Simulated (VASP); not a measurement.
Here is a VASP 6.6.1 calculation.

The input INCAR:

```
SYSTEM = LiC18
PREC     = Accurate       ! precision mode
ENCUT    = 520            ! plane-wave cutoff, eV
EDIFF    = 1E-6           ! SCF threshold, eV
ISMEAR   = 0              ! smearing method
SIGMA    = 0.02           ! smearing width, eV
LREAL    = Auto         
LASPH    = .True.         ! aspherical terms in the spheres
NELM     = 150            ! most SCF steps
ALGO     = Normal         ! electronic algorithm
ISIF     = 2              ! what is computed and relaxed
LWAVE    = .False.        ! write WAVECAR
LCHARG   = .False.        ! write CHGCAR
ISPIN    = 2              ! spin polarisation
MAGMOM   = 0 0 0 0 0 0 0 0 0 0 0 0 0 0 0 0 0 0 0 ! initial moments
LORBIT   = 11             ! projections on sites
GGA      = PS             ! functional
NBANDS   = 56             ! bands
```

File KPOINTS:

```
Automatic mesh
0
Gamma
  2 2 1
  0 0 0
```

Contents of POSCAR:

```
LiC18
1.0
    7.3980000000      0.0000000000      0.0000000000
   -3.6990000000      6.4068560000      0.0000000000
    0.0000000000      0.0000000000     13.0000000000
C Li
18 1
Direct
   -0.0013489418     -0.0040790678      0.0782223846
    0.2203859468      0.1075196633      0.0783263846
   -0.0013623703      0.3292552541      0.0781882308
    0.2203729932      0.4393688574      0.0781214615
   -0.0023410198      0.6620927644      0.0782081538
    0.2197554509      0.7731375576      0.0771250769
    0.3314320583     -0.0035335584      0.0773226923
    0.5547482674      0.1081188652      0.0773886154
    0.3319927563      0.3292536932      0.0781898462
    0.5541991844      0.4403559250      0.0782031538
    0.3314219741      0.6614654676      0.0769844615
    0.5547617203      0.7731363090      0.0770548462
    0.6664191920     -0.0035309050      0.0772600769
    0.8885170955      0.1075221606      0.0782900769
    0.6657980665      0.3302206262      0.0783650000
    0.8875324300      0.4403576419      0.0782145385
    0.6658126229      0.6620910475      0.0781638462
    0.8875468810      0.7737136592      0.0781843846
    0.4424986987      0.8830338937      0.2043410769
```

Potentials or basis: VASP PAW PBE potentials, release 64 (C, Li_sv).

Launch:

```sh
$ cat potpaw_PBE.64/C/POTCAR potpaw_PBE.64/Li_sv/POTCAR > POTCAR
$ mpirun -np 1 vasp_std > vasp.out
```

Problem. Predict the largest force.

Solution. 0.049 eV/Å.

Problem. Estimate the net moment.

Solution. 0.00 μB per cell.

Forces in eV/Å, atoms in the order of the input:
```
C    0.001  0.002 -0.003
C    0.004  0.003 -0.001
C    0.004  0.007  0.001
C    0.002  0.001 -0.003
C    0.007 -0.003 -0.004
C   -0.007 -0.009 -0.006
C   -0.007  0.001 -0.007
C   -0.002  0.011 -0.011
C   -0.007  0.007  0.003
C   -0.006 -0.007  0.003
C   -0.003 -0.016 -0.003
C    0.002 -0.012 -0.004
C    0.010  0.004 -0.006
C    0.002  0.001 -0.004
C    0.001 -0.007 -0.002
C    0.006 -0.004  0.000
C   -0.006 -0.003  0.001
C    0.002  0.003  0.000
Li  -0.002  0.019  0.045
```

Caveat: the k points lie up to 0.49 Å⁻¹ apart; there is no dipole correction, which matters where the two faces differ; no moment was typed at the start, so none could form; the PAW data sets were made with another functional, which shifts forces and pressure a little.
